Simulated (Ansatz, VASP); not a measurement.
## GaN: VASP beside Ansatz

```
CELL_PARAMETERS angstrom
0.00000 1.98584 1.98584
1.98584 0.00000 1.98584
1.98584 1.98584 0.00000
ATOMIC_POSITIONS crystal
Ga 0.50000 0.50000 0.50000
N 0.00000 0.00000 0.00000
```

Change from the starting cell: volume scaled by 0.99, crystal datasets.

Alike in both runs: task electric field gradients; functional PBE; k mesh 13 × 13 × 13; occupations fermi-dirac, width 0.02 eV; no spin polarisation.

|  | VASP | Ansatz |
| --- | --- | --- |
| version | VASP 6.6.1 | Ansatz 0.2.0 |
| potentials or method | VASP PAW PBE potentials, release 64 (Ga_d, N), cutoff 520 eV | all-electron PAW with datasets made for the crystal, scalar-relativistic |

```tsv
	VASP	Ansatz	Ansatz less VASP
gap on the k mesh at the Fermi level (eV)	1.99	2.01	+0.019
pressure (GPa)	75.3	74.1	-1.23
```

Both programs put the cell under a high pressure, so it lies far from rest at this level. Ansatz ran all-electron here, and VASP with PAW potentials.

Noted on VASP's run: the cell as given lies far from equilibrium.
